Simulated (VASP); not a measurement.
## Au: single point with PBE

The system is Au.

```
CELL_PARAMETERS angstrom
3.93625 0.00000 -0.03641
0.00000 3.93642 0.00000
-1.98866 0.00000 2.28136
ATOMIC_POSITIONS crystal
Au 0.00000 0.00000 0.00000
Au 0.50000 0.50000 0.00000
```

| Item | Value |
| --- | --- |
| Program | VASP 6.6.1 |
| Task | single point |
| Functional | PBE |
| Potentials or basis | VASP PAW PBE potentials, release 64 (Au) |
| Cutoff | 520 eV |
| k mesh | 9 × 9 × 15 |
| Occupations | gaussian, width 0.1 eV |
| Spin | no spin polarisation |

```yaml
Pressure: 4.5 GPa
Band_gap_on_the_k_mesh: zero (bands 11 and 12 overlap by 5.97 eV)
```

Stress tensor (GPa, compression positive):
```
 6.99  0.00 -0.04
 0.00  6.89  0.00
-0.04  0.00 -0.25
```

Levels at points of the mesh, in eV from the Fermi level:
```tsv
k point	band 9	band 10	band 11	band 12	band 13	band 14
(0.00, 0.00, 0.00)	-2.20	-2.15	-1.09	1.97	6.76	9.01
```

Wall time 5.1 min on 1 thread of Intel(R) Xeon(R) Platinum 8488C (Sapphire Rapids), on a shared host, peak memory 0.41 GiB.

Caveat: the cell stands under pressure; spin-orbit coupling is left out, which moves the levels of the heavy elements.
